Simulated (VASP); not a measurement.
Sr8Ti8O23 (a cell with a defect): single point with PBEsol

The system is Sr8Ti8O23 (a cell with a defect).

```
Sr Ti O
1.0
     7.78282    0.00000    0.00000
     0.00000    7.78282    0.00000
     0.00000    0.00000    7.78282
Sr Ti O
8 8 23
Direct
  0.99027 0.98974 0.99778
  0.99157 0.99086 0.49667
  0.99036 0.50704 0.99852
  0.99086 0.50779 0.49917
  0.50767 0.98991 0.99829
  0.50837 0.99033 0.49904
  0.50865 0.50778 0.99904
  0.50886 0.50815 0.50126
  0.24774 0.24722 0.23444
  0.25041 0.25012 0.76711
  0.24923 0.74433 0.25034
  0.24855 0.75121 0.74262
  0.74548 0.24869 0.25100
  0.75193 0.24776 0.74328
  0.74876 0.74832 0.24855
  0.74894 0.74814 0.74950
  0.24882 0.25025 0.00092
  0.25228 0.74975 0.00238
  0.25111 0.75075 0.50158
  0.75141 0.25112 0.00164
  0.75002 0.25099 0.50110
  0.75085 0.75077 0.00090
  0.75166 0.75069 0.50118
  0.00957 0.25348 0.27247
  0.00618 0.24866 0.73235
  0.00242 0.75158 0.24927
  0.00128 0.75007 0.75425
  0.49607 0.25298 0.26823
  0.49249 0.24915 0.73227
  0.50156 0.75187 0.24985
  0.50030 0.74930 0.75283
  0.25350 0.00941 0.27223
  0.24979 0.00569 0.73411
  0.25359 0.49571 0.27025
  0.24895 0.49199 0.73149
  0.75229 0.00190 0.24935
  0.74989 0.00073 0.75339
  0.75192 0.50105 0.24890
  0.75054 0.49973 0.75291
```

| Quantity | Value |
| --- | --- |
| Program | VASP 6.6.1 |
| Task | single point |
| Functional | PBEsol |
| Potentials or basis | VASP PAW PBE potentials, release 64 (Sr_sv, Ti_sv, O) |
| Cutoff | 520 eV |
| k mesh | 1 × 1 × 1, shifted |
| Occupations | fermi-dirac, width 0.05 eV |
| Spin | no spin polarisation |
| Dipole correction | no |
| Charge | 2 |
| Further INCAR settings | LREAL = Auto; ALGO = Normal; EDIFF = 1e-06; NBANDS = 182; ISYM = -1; NELECT = 312.0 |

```json
{"Largest force": "0.075 eV/Å"}
```

Forces on the atoms (eV/Å):
```
Sr   0.021  0.016  0.020
Sr   0.014  0.013  0.008
Sr   0.021 -0.021  0.004
Sr   0.011 -0.018  0.000
Sr  -0.025  0.020  0.009
Sr  -0.016  0.009  0.004
Sr  -0.024 -0.025 -0.012
Sr  -0.016 -0.018 -0.007
Ti   0.026  0.035  0.037
Ti  -0.015 -0.020 -0.071
Ti  -0.015  0.041  0.005
Ti   0.005 -0.016  0.033
Ti   0.021 -0.004 -0.018
Ti  -0.030  0.019  0.018
Ti  -0.012 -0.012  0.001
Ti   0.009  0.028 -0.005
O    0.002 -0.002  0.022
O    0.005  0.002 -0.020
O    0.006  0.001 -0.019
O    0.005  0.003 -0.007
O    0.005  0.003 -0.012
O    0.003  0.002 -0.002
O    0.004  0.003 -0.003
O   -0.036  0.001 -0.004
O   -0.005 -0.004  0.003
O   -0.005  0.003 -0.002
O   -0.013 -0.003 -0.009
O   -0.025  0.004 -0.001
O    0.026  0.000 -0.001
O    0.012  0.006  0.009
O    0.000  0.001  0.004
O    0.004 -0.043 -0.008
O    0.000 -0.001  0.000
O    0.008 -0.035 -0.011
O    0.003  0.031 -0.001
O    0.009 -0.006  0.006
O    0.005 -0.018 -0.001
O    0.013  0.007  0.016
O    0.000 -0.003  0.012
```

Levels at points of the mesh, in eV from the Fermi level:
| k point | band 153 | band 154 | band 155 | band 156 | band 157 | band 158 | band 159 | band 160 |
| --- | --- | --- | --- | --- | --- | --- | --- | --- |
| (0.25, 0.25, 0.25) | -1.48 | -1.47 | -1.36 | -1.31 | 1.24 | 1.34 | 1.35 | 1.43 |

Wall time 2.5 min on 1 thread of Intel(R) Xeon(R) 6975P-C (Granite Rapids), with other jobs on the host, peak memory 0.5 GiB.

Caveat: the cell carries a net charge on a neutralising background, which shifts energy and pressure; the cell is charged against a uniform background, so pressure and absolute levels hang on convention; the PAW data sets were made with another functional, which shifts forces and pressure a little.
